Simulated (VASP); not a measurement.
The system is PbS.

```xyz
2
Lattice="3.6537 0.0000 0.0000 0.0000 3.6537 0.0000 0.0000 0.0000 3.6537" Properties=species:S:1:pos:R:3 pbc="T T T"
Pb    0.0000    0.0000    0.0000
S     1.8268    1.8268    1.8268
```

```yaml
Program: VASP 6.6.1
Task: relaxation of cell and atoms
Functional: r2SCAN
Dispersion: rVV10
Potentials_or_basis: VASP PAW PBE potentials, release 64 (Pb_d, S)
Cutoff: 600 eV
k_mesh: 7 × 7 × 7
Occupations: fermi-dirac, width 0.05 eV
Spin: no spin polarisation
```

At the start: pressure -1.6 GPa; volume 24.39 Å³/atom.

Task: How do energy, volume and symmetry change on relaxing?

Result: Over 3 steps the energy falls by 3.5 meV/atom and the volume is 23.73 Å³/atom (-2.7 %); space group Pm-3m (No. 221, to 0.05 Å).

Step by step:
```
step  energy change (eV)  largest force (eV/Å)  pressure (GPa)  volume (Å³)
   1              0.0000                0.0000           -1.63        48.77
   2             -0.0062                0.0000            0.57        47.05
   3             -0.0069                0.0000            0.02        47.46
```

Final structure:
```xyz
2
Lattice="3.6205 0.0000 0.0000 0.0000 3.6205 0.0000 0.0000 0.0000 3.6205" Properties=species:S:1:pos:R:3 pbc="T T T"
Pb    0.0000    0.0000    0.0000
S     1.8102    1.8102    1.8102
```

Caveat: the PAW data sets were made with another functional, which shifts forces and pressure a little.
